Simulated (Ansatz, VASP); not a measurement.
**NaZr3Sc: VASP beside Ansatz**

Contents of INCAR:

```
SYSTEM = NaZr3Sc
PREC = Accurate
ENCUT = 520
EDIFF = 1E-6
ISMEAR = 0
SIGMA = 0.1
LREAL = .FALSE.
LASPH = .TRUE.
NELM = 150
ALGO = Fast
ISIF = 2
LWAVE = .FALSE.
LCHARG = .FALSE.
ISPIN = 2
MAGMOM = 0 1 1 1 1
LORBIT = 11
LMAXMIX = 4
GGA = PE
NBANDS = 39
```

The input KPOINTS:

```
regular mesh
0
G
  4 4 4
  0 0 0
```

Contents of POSCAR:

```
NaZr3Sc
1.0
    5.2277770545      0.0000000000      0.0000000000
    0.0000000000      5.2277770545      0.0000000000
    0.0000000000      0.0000000000      5.2277770545
Na Zr Sc
1 3 1
Direct
    0.5000000000      0.5000000000      0.5000000000
    0.5000000000      0.0000000000      0.0000000000
    0.0000000000      0.5000000000      0.0000000000
    0.0000000000      0.0000000000      0.5000000000
    0.0000000000      0.0000000000      0.0000000000
```

Input for Ansatz:

```yaml
crystal:
  lattice:
    - [5.2277770545, 0.0, 0.0]
    - [0.0, 5.2277770545, 0.0]
    - [0.0, 0.0, 5.2277770545]
  atoms:
    - { symbol: Na, position: [0.5, 0.5, 0.5] }
    - { symbol: Zr, position: [0.5, 0.0, 0.0], spin: 1.0 }
    - { symbol: Zr, position: [0.0, 0.5, 0.0], spin: 1.0 }
    - { symbol: Zr, position: [0.0, 0.0, 0.5], spin: 1.0 }
    - { symbol: Sc, position: [0.0, 0.0, 0.0], spin: 1.0 }
basis:
  ecutwfc: 420
kpoints:
  mp_grid: { grid: [4, 4, 4] }
hamiltonian:
  xc: pbe
scf:
  occupations: { method: gaussian, width: 0.1 }
  lower_state_search: "off"
output:
  forces: true
  stress: true
  eigenvalues: true
  populations: true
magnetization:
  spin_polarized: true
```

Change from the starting cell: species swapped into the KTaO3 type (Pm-3m, No. 221).

Alike in both runs: task single point; functional PBE; k mesh 4 × 4 × 4; occupations gaussian, width 0.1 eV; collinear spin.

|  | VASP | Ansatz |
| --- | --- | --- |
| version | VASP 6.6.1 | Ansatz 0.2.0 |
| potentials or method | VASP PAW PBE potentials, release 64 (Na_pv, Zr_sv, Sc_sv), cutoff 520 eV | scalar-relativistic, plane waves, PAW |
| valence electrons in the cell | 54 | 56 |

Ansatz gave:

| Item | Value |
| --- | --- |
| gap on the k mesh at the Fermi level (eV) | none |
| pressure (GPa) | 0.0 |
| net moment per atom (μB) | 0.33 |
| size of the moment on the site where the two differ most (μB) | 0.24 |

Q: Estimate VASP's values.

A: gap on the k mesh at the Fermi level (eV): none; pressure (GPa): 0.0; net moment per atom (μB): 0.33; size of the moment on the site where the two differ most (μB): 0.32.

Site moments also hang on the region over which each program counts them. A gap of «none» marks a metal or a gap that the smearing closes. With one functional, cell and mesh, what is left measures potentials, basis and numerics. VASP's potentials hold 54 valence electrons a cell and Ansatz's 56, so a difference there can come from the potentials and not from the codes.
